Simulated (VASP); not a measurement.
# Zr (Fm-3m) in VASP: notebook

Runs on Zr. Level: PBE. Tasks: single point.

All numbers are computed with VASP 6.6.1; they aren't measurements. Logs are shortened: lines on timing, memory, paths and dates and some standing lists are left out, and cuts for length are marked.

**1. The cell of the first run**

The structure is cubic, space group Fm-3m (No. 225). The conventional cell has a = 4.530 Å, b = 4.530 Å, c = 4.530 Å, α = 90.00°, β = 90.00°, γ = 90.00°. Within 4.2 Å of Zr (site symmetry m-3m) lie 12 Zr at 3.20 Å.

**2. Single point, PBE**

Input file INCAR:

```
  ALGO = Fast
  EDIFF = 1E-6
  ENCUT = 520
  GGA = PE
  ISIF = 2
  ISMEAR = 0
  LASPH = T
  LCHARG = F
  LREAL = F
  LWAVE = F
  NBANDS = 12
  NELM = 60
  PREC = Accurate
  SIGMA = 0.05
```

Input file KPOINTS:

```
k-points
0
Gamma
  8 8 8
```

Input file POSCAR:

```
Zr
1.0
    0.0000000000      2.2651553026      2.2651553026
    2.2651553026      0.0000000000      2.2651553026
    2.2651553026      2.2651553026      0.0000000000
Zr
1
Direct
    0.0000000000      0.0000000000      0.0000000000
```

Potentials or basis: VASP PAW PBE potentials, release 64 (Zr_sv).

Launch:

```
> cat potpaw_PBE.64/Zr_sv/POTCAR > POTCAR
> mpirun -np 1 vasp_std > vasp.out
```

OUTCAR:

```text
EDIFF = 1E-6
   ENCUT = 520
   GGA = PE
   ISIF = 2
   ISMEAR = 0
   LASPH = T
   LREAL = F
   NELM = 60
   PREC = Accurate

 ion  position               nearest neighbor table
   1  0.000  0.000  0.000-

  LATTYP: Found a face centered cubic cell.
 ALAT       =     4.5303106052

  Lattice vectors:

 A1 = (   0.0000000000,   2.2651553026,   2.2651553026)
 A2 = (   2.2651553026,   0.0000000000,   2.2651553026)
 A3 = (   2.2651553026,   2.2651553026,   0.0000000000)

Analysis of symmetry for initial positions (statically):
=====================================================================
 Subroutine PRICEL returns:
 Original cell was already a primitive cell.

 Routine SETGRP: Setting up the symmetry group for a
 face centered cubic supercell.

 Subroutine GETGRP returns: Found 48 space group operations
 (whereof 48 operations were pure point group operations)
 out of a pool of 48 trial point group operations.

The static configuration has the point symmetry O_h .

Analysis of symmetry for dynamics (positions and initial velocities):
=====================================================================
 Subroutine PRICEL returns:
 Original cell was already a primitive cell.

 Routine SETGRP: Setting up the symmetry group for a
 face centered cubic supercell.

 Subroutine GETGRP returns: Found 48 space group operations
 (whereof 48 operations were pure point group operations)
 out of a pool of 48 trial point group operations.

The dynamic configuration has the point symmetry O_h .

 Subroutine INISYM returns: Found 48 space group operations
 (whereof 48 operations are pure point group operations),
 and found     1 'primitive' translations

----------------------------------------------------------------------------------------

                                     Primitive cell

  volume of cell :      23.2447

  direct lattice vectors                    reciprocal lattice vectors
     0.000000000  2.265155303  2.265155303    -0.220735417  0.220735417  0.220735417
     2.265155303  0.000000000  2.265155303     0.220735417 -0.220735417  0.220735417
     2.265155303  2.265155303  0.000000000     0.220735417  0.220735417 -0.220735417

  length of vectors
     3.203413350  3.203413350  3.203413350     0.382324957  0.382324957  0.382324957

  position of ions in fractional coordinates (direct lattice)
     0.000000000  0.000000000  0.000000000

  ion indices of the primitive-cell ions
   primitive index   ion index
                 1           1

----------------------------------------------------------------------------------------

 KPOINTS: k-points

Automatic generation of k-mesh.
 Grid dimensions read from file:
 generate k-points for:    8    8    8

 Generating k-lattice:

  Cartesian coordinates                     Fractional coordinates (reciprocal lattice)
    -0.027591927  0.027591927  0.027591927     0.125000000  0.000000000  0.000000000
     0.027591927 -0.027591927  0.027591927     0.000000000  0.125000000  0.000000000
     0.027591927  0.027591927 -0.027591927     0.000000000  0.000000000  0.125000000

  Length of vectors
     0.047790620  0.047790620  0.047790620

  Shift w.r.t. Gamma in fractional coordinates (k-lattice)
     0.000000000  0.000000000  0.000000000

 Subroutine IBZKPT returns following result:
 ===========================================

 Found     29 irreducible k-points:

 Following reciprocal coordinates:
            Coordinates               Weight
  0.000000  0.000000  0.000000      1.000000
  0.125000  0.000000  0.000000      8.000000
  0.250000  0.000000  0.000000      8.000000
  0.375000  0.000000  0.000000      8.000000
  0.500000  0.000000  0.000000      4.000000
  0.125000  0.125000  0.000000      6.000000
[... 16 lines left out ...]
  0.500000  0.250000  0.125000     48.000000
 -0.375000  0.250000  0.125000     24.000000
 [... further k-points ...]
   k-points           NKPTS =     29   k-points in BZ     NKDIM =     29   number of bands    NBANDS=     12
   number of dos      NEDOS =    301   number of ions     NIONS =      1
   total plane-waves  NPLWV =  13824
   dimension x,y,z NGX =    24 NGY =   24 NGZ =   24
   dimension x,y,z NGXF=    48 NGYF=   48 NGZF=   48
   ions per type =               1
   NGX,Y,Z   is equivalent  to a cutoff of  12.46, 12.46, 12.46 a.u.
   NGXF,Y,Z  is equivalent  to a cutoff of  24.91, 24.91, 24.91 a.u.
 SYSTEM =  unknown system
   PREC   = accura    normal or accurate (medium, high low for compatibility)
   ISTART =      0    job   : 0-new  1-cont  2-samecut
   ICHARG =      2    charge: 1-file 2-atom 10-const
   ISPIN  =      1    spin polarized calculation?
   LNONCOLLINEAR =      F non collinear calculations
   LSORBIT =      F    spin-orbit coupling
   LASPH  =      T    aspherical Exc in radial PAW
   ENCUT  =  520.0 eV  38.22 Ry    6.18 a.u.   5.96  5.96  5.96*2*pi/ulx,y,z
   NELM   =     60;   NELMIN=  2; NELMDL= -5     # of ELM steps
   EDIFF  = 0.1E-05   stopping-criterion for ELM
   LREAL  =      F    real-space projection
   EDIFFG = 0.1E-04   stopping-criterion for IOM
   NSW    =      0    number of steps for IOM
   IBRION =     -1    ionic relax: 0-MD 1-quasi-New 2-CG
   NFREE  =      0    steps in history (QN), initial steepest desc. (CG)
   ISIF   =      2    stress and relaxation
   ISYM   =      2    0-nonsym 1-usesym 2-fastsym
   POTIM  = 0.5000    time-step for ionic-motion
   TEBEG  =    0.0;   TEEND  =   0.0 temperature during run
   PSTRESS=    0.0 pullay stress
   NELECT =      12.0000    total number of electrons
   NUPDOWN=      -1.0000    fix difference up-down
   EMIN   =  10.00;   EMAX   =-10.00  energy-range for DOS
   EFERMI =   0.00;   METHOD = LEGACY
   ISMEAR =     0;   SIGMA  =   0.05  broadening in eV -4-tet -1-fermi 0-gaus
   EFERMI_NEDOS =   21; number of points for ismear=-14 and -15
   IALGO  =     68    algorithm
   IMIX   =      4    mixing-type and parameters
     AMIX     =   0.40;   BMIX     =  1.00
     AMIX_MAG =   1.60;   BMIX_MAG =  1.00
  volume/ion in A,a.u.               =      23.24       156.86
  Fermi-wavevector in a.u.,A,eV,Ry     =   1.313290  2.481758 23.466380  1.724730
  Thomas-Fermi vector in A             =   2.443623
   LORBIT       =      0    0 simple, 1 ext, 2 COOP (PROOUT), +10 PAW based schemes
   GGA     = PE    functional components
   LHFCALC =     F    Hartree Fock is set to
   AEXX    =    0.0000 exact exchange contribution
   IVDW    =     0    specifies the selected vdW correction
   LEPSILON=     F    determine dielectric tensor
   LRPA    =     F    only Hartree local field effects (RPA)
 non-spin polarized calculation
 RMM-DIIS sequential band-by-band and
 Gauss-broadening in eV      SIGMA  =   0.05
  energy-cutoff  :      520.00
  volume of cell :       23.24
 maximum number of plane-waves:       638
   NGX = 11   NGY = 11   NGZ = 11

 number of electron      12.0000000 magnetization

 Free energy of the ion-electron system (eV)
  ---------------------------------------------------
  ext. energy  EPLUGINS =         0.00000000
  ---------------------------------------------------
  free energy    TOTEN  =        -8.48048751 eV

  energy without entropy =       -8.47664945  energy(sigma->0) =       -8.47856848

 E-fermi :   8.9019     XC(G=0): -11.0873

 val. band max:        8.8887280237   @ k =   0.5000   0.2500   0.1250
 cond. band min:       8.9210397315   @ k =   0.2500   0.0000   0.0000
 fundamental gap:      0.0323117078
 Fermi energy:         8.9018715588

 k-point     1 :       0.0000    0.0000    0.0000
  band No.  band energies     occupation
      1     -39.7849      2.00000
      2     -17.3004      2.00000
      3     -17.3004      2.00000
      4     -17.3004      2.00000
      5       3.3514      2.00000
      6       9.8913      0.00000
      7       9.8913      0.00000
      8       9.8913      0.00000
      9      12.3074      0.00000
     10      12.3074      0.00000
     11      19.4049      0.00000
     12      23.5841      0.00000

 k-point     2 :       0.1250    0.0000    0.0000
  band No.  band energies     occupation
      1     -39.7644      2.00000
      2     -17.4501      2.00000
      3     -17.3190      2.00000
      4     -17.3190      2.00000
      5       3.8396      2.00000
      6       9.4804      0.00000
      7      10.0992      0.00000
      8      10.0992      0.00000
      9      12.1221      0.00000
     10      12.1221      0.00000
     11      20.3729      0.00000
     12      22.0237      0.00000

 k-point     3 :       0.2500    0.0000    0.0000
  band No.  band energies     occupation
      1     -39.7148      2.00000
      2     -17.7987      2.00000
      3     -17.3635      2.00000
      4     -17.3635      2.00000
      5       5.0022      2.00000
      6       8.9210      0.58771
      7      10.2162      0.00000
      8      10.2162      0.00000
      9      12.3225      0.00000
     10      12.3225      0.00000
     11      19.7916      0.00000
     12      22.5048      0.00000

 k-point     4 :       0.3750    0.0000    0.0000
  band No.  band energies     occupation
      1     -39.6645      2.00000
      2     -18.1316      2.00000
      3     -17.4074      2.00000
      4     -17.4074      2.00000
      5       5.8380      2.00000
      6       9.3219      0.00000
      7       9.8866      0.00000
      8       9.8866      0.00000
      9      13.4045      0.00000
     10      13.4045      0.00000
     11      18.6387      0.00000
     12      20.8879      0.00000

 k-point     5 :       0.5000    0.0000    0.0000
  band No.  band energies     occupation
      1     -39.6435      2.00000
      2     -18.2654      2.00000
      3     -17.4254      2.00000
      4     -17.4254      2.00000
      5       5.9668      2.00000
      6       9.7122      0.00000
      7       9.7122      0.00000
      8      10.0122      0.00000
      9      14.0905      0.00000
     10      14.0905      0.00000
     11      18.4574      0.00000
     12      19.1637      0.00000

 k-point     6 :       0.1250    0.1250    0.0000
  band No.  band energies     occupation
      1     -39.7577      2.00000
      2     -17.4461      2.00000
      3     -17.3517      2.00000
      4     -17.3517      2.00000
      5       4.0015      2.00000
      6       9.2167      0.00000
      7      10.2880      0.00000
      8      10.2880      0.00000
      9      11.4948      0.00000
     10      12.5283      0.00000
     11      20.7735      0.00000
     12      22.7672      0.00000

 k-point     7 :       0.2500    0.1250    0.0000
  band No.  band energies     occupation
      1     -39.7178      2.00000
      2     -17.7038      2.00000
      3     -17.4059      2.00000
      4     -17.3916      2.00000
      5       4.9650      2.00000
      6       8.6323      2.00000
      7      10.2216      0.00000
      8      10.6201      0.00000
      9      11.4909      0.00000
     10      12.8198      0.00000
     11      21.1905      0.00000
     12      22.6163      0.00000

 k-point     8 :       0.3750    0.1250    0.0000
  band No.  band energies     occupation
      1     -39.6676      2.00000
      2     -18.0216      2.00000
      3     -17.4544      2.00000
      4     -17.4496      2.00000
      5       6.0393      2.00000
      6       8.5738      2.00000
      7       9.5680      0.00000
      8      10.4388      0.00000
      9      12.9009      0.00000
     10      13.6746      0.00000
     11      19.6057      0.00000
     12      21.8515      0.00000
[... 166 lines left out ...]
 k-point    20 :      -0.3750    0.3750    0.0000
  band No.  band energies     occupation
      1     -39.6010      2.00000
      2     -18.0481      2.00000
      3     -17.8579      2.00000
      4     -17.5705      2.00000
      5       6.8208      2.00000
      6       7.5479      2.00000
      7       9.8425      0.00000
      8      12.2526      0.00000
      9      13.7792      0.00000
     10      16.2398      0.00000
     11      17.7260      0.00000
     12      20.5917      0.00000

 k-point    21 :       0.5000    0.5000    0.0000
  band No.  band energies     occupation
      1     -39.5974      2.00000
      2     -18.2010      2.00000
      3     -17.6425      2.00000
      4     -17.6425      2.00000
      5       5.9289      2.00000
      6       6.7261      2.00000
      7      11.9053      0.00000
      8      14.0958      0.00000
      9      14.5991      0.00000
     10      14.5991      0.00000
     11      18.7049      0.00000
     12      18.7049      0.00000

 k-point    22 :       0.3750    0.2500    0.1250
  band No.  band energies     occupation
      1     -39.6777      2.00000
      2     -17.8795      2.00000
      3     -17.5426      2.00000
      4     -17.4225      2.00000
      5       5.9717      2.00000
      6       8.1849      2.00000
      7       9.5067      0.00000
      8      11.4090      0.00000
      9      11.5071      0.00000
     10      13.8144      0.00000
     11      21.1605      0.00000
     12      23.4006      0.00000

 k-point    23 :       0.5000    0.2500    0.1250
  band No.  band energies     occupation
      1     -39.6372      2.00000
      2     -18.0571      2.00000
      3     -17.6489      2.00000
      4     -17.4769      2.00000
      5       6.8964      2.00000
      6       8.2428      2.00000
      7       8.8887      1.28992
      8      11.0399      0.00000
      9      12.9107      0.00000
     10      15.1472      0.00000
     11      19.2444      0.00000
     12      22.0343      0.00000

 k-point    24 :      -0.3750    0.2500    0.1250
  band No.  band energies     occupation
      1     -39.6203      2.00000
      2     -18.1330      2.00000
      3     -17.6822      2.00000
      4     -17.5063      2.00000
      5       7.1103      2.00000
      6       8.1022      2.00000
      7       9.2921      0.00000
      8      10.8049      0.00000
      9      13.7111      0.00000
     10      15.8999      0.00000
     11      17.6115      0.00000
     12      21.6262      0.00000

 [... further k-points ...]
[... 5 lines left out ...]
  --------------------------------------------------------------------------------------
  -------------------------------------------------------------------------------------
  Total       -0.0947061     -0.0947061     -0.0947061      0.0000000      0.0000000     -0.0000000
  in kB       -6.5277645     -6.5277645     -6.5277645      0.0000000      0.0000000     -0.0000000
  external PRESSURE =      -6.5277645 kB  Pullay stress =       0.0000000 kB

 VOLUME and BASIS-vectors are now :
 -----------------------------------------------------------------------------
  energy-cutoff  :      520.00
  volume of cell :       23.24
      direct lattice vectors                 reciprocal lattice vectors
     0.000000000  2.265155303  2.265155303    -0.220735417  0.220735417  0.220735417
     2.265155303  0.000000000  2.265155303     0.220735417 -0.220735417  0.220735417
     2.265155303  2.265155303  0.000000000     0.220735417  0.220735417 -0.220735417

 POSITION                                       TOTAL-FORCE (eV/Angst)
 -----------------------------------------------------------------------------------
      0.00000      0.00000      0.00000         0.000000      0.000000     -0.000000
 -----------------------------------------------------------------------------------
    total drift:                               -0.000000     -0.000000     -0.000000

  FREE ENERGIE OF THE ION-ELECTRON SYSTEM (eV)
  ---------------------------------------------------
  free  energy   TOTEN  =        -8.4804875057 eV

  energy  without entropy=       -8.4766494542  energy(sigma->0) =       -8.47856848
```

Run time: 18 s. Hardware: 1 thread of AMD EPYC 7R43 (Zen 3), shared host; peak memory 0.1 GiB.

What came out:

```yaml
Free_energy: -8.4805 eV
Pressure: -0.7 GPa
Band_gap_on_the_k_mesh: zero (band 6 reaches 9.89 eV, above the bottom of band 7 at 8.52 eV)
```

Levels at points of the mesh, in eV from the Fermi level:
| k point | band 2 | band 3 | band 4 | band 5 | band 6 | band 7 | band 8 | band 9 | band 10 | band 11 |
| --- | --- | --- | --- | --- | --- | --- | --- | --- | --- | --- |
| (0.00, 0.00, 0.00) | -26.20 | -26.20 | -26.20 | -5.55 | 0.99 | 0.99 | 0.99 | 3.41 | 3.41 | 10.50 |
| (0.50, 0.00, 0.00) | -27.17 | -26.33 | -26.33 | -2.94 | 0.81 | 0.81 | 1.11 | 5.19 | 5.19 | 9.56 |
| (0.50, 0.50, 0.00) | -27.10 | -26.54 | -26.54 | -2.97 | -2.18 | 3.00 | 5.19 | 5.70 | 5.70 | 9.80 |

**3. Single point, PBE**

This run uses another cell than the first one, of 23.14 Å³/atom, 0.996 times its volume.

Input file INCAR:

```
SYSTEM = Zr
PREC = Accurate
ENCUT = 500
EDIFF = 1E-6
ISMEAR = 0
SIGMA = 0.05
LREAL = .False.
LASPH = .True.
NELM = 120
ALGO = Normal
ISIF = 2
LWAVE = .False.
LCHARG = .False.
GGA = PE
NBANDS = 12
GGA_COMPAT = .False.
```

Input file KPOINTS:

```
regular mesh
0
Gamma
  8 8 8
  0 0 0
```

Input file POSCAR:

```
Zr
1.0
    0.0000000000      2.2617941059      2.2617941059
    2.2617941059      0.0000000000      2.2617941059
    2.2617941059      2.2617941059      0.0000000000
Zr
1
Direct
    0.0000000000      0.0000000000      0.0000000000
```

Potentials or basis: VASP PAW PBE potentials, release 64 (Zr_sv).

Launch:

```
> cat potpaw_PBE.64/Zr_sv/POTCAR > POTCAR
> mpirun -np 1 vasp_std > vasp.out
```

Run time: 4.7 s. Hardware: 1 thread of Intel Xeon 6975P-C, shared host; peak memory 0.14 GiB.

The run converged. Its results:

| Item | Value |
| --- | --- |
| Free energy | -8.4808 eV |
| Pressure | -0.2 GPa |
| Band gap on the k mesh | zero (band 6 reaches 9.94 eV, above the bottom of band 7 at 8.57 eV) |

Levels at points of the mesh, in eV from the Fermi level:
```
           k point  band 4  band 5  band 6  band 7  band 8  band 9
(0.00, 0.00, 0.00)  -26.19   -5.56    0.99    0.99    0.99    3.42
(0.50, 0.00, 0.00)  -26.31   -2.94    0.81    0.81    1.13    5.22
(0.50, 0.50, 0.00)  -26.53   -2.99   -2.19    3.03    5.22    5.73
```
